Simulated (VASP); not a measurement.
Input of a VASP 6.6.1 run:

INCAR

```
SYSTEM = Cr2O3
PREC = Accurate
ENCUT = 520
EDIFF = 1E-6
ISMEAR = 0
SIGMA = 0.03
LREAL = .False.
LASPH = .True.
NELM = 150
ALGO = Normal
ISIF = 2
LWAVE = .False.
LCHARG = .True.
ISPIN = 2
MAGMOM = 3 3 3 3 0 0 0 0 0 0
LORBIT = 11
LMAXMIX = 4
GGA = PE
LELF = .True.
LVHAR = .True.
NBANDS = 57
```

The input KPOINTS:

```
regular mesh
0
Gamma
  4 4 4
  0 0 0
```

The input POSCAR:

```
Cr2O3
1.0
    2.4754996200      1.4292303700      4.5218700000
   -2.4754996200      1.4292303700      4.5218700000
    0.0000000000     -2.8584607400      4.5218700000
Cr O
4 6
Direct
    0.3476600000      0.3476600000      0.3476600000
    0.1523400000      0.1523400000      0.1523400000
    0.6523400000      0.6523400000      0.6523400000
    0.8476600000      0.8476600000      0.8476600000
    0.5551000000      0.9449000000      0.2500000000
    0.2500000000      0.5551000000      0.9449000000
    0.9449000000      0.2500000000      0.5551000000
    0.4449000000      0.0551000000      0.7500000000
    0.7500000000      0.4449000000      0.0551000000
    0.0551000000      0.7500000000      0.4449000000
```

Potentials or basis: VASP PAW PBE potentials, release 64 (Cr_pv, O).

Run with:

```sh
$ cat potpaw_PBE.64/Cr_pv/POTCAR potpaw_PBE.64/O/POTCAR > POTCAR
$ mpirun -np 1 vasp_std > vasp.out
```

(1) Estimate the largest force.

(2) Estimate the band gap on the k mesh.

(3) Estimate the pressure.

(4) Estimate the net moment.

Answers

(1) 0.636 eV/Å.

(2) 0.61 eV (least direct gap 0.82 eV).

(3) 9.3 GPa.

(4) 12.00 μB per cell.

Caveat: the cell stands under pressure; semilocal functionals underestimate gaps, and a narrow one can read as zero; the run started ferromagnetic, and an antiferromagnetic order may lie lower in energy.
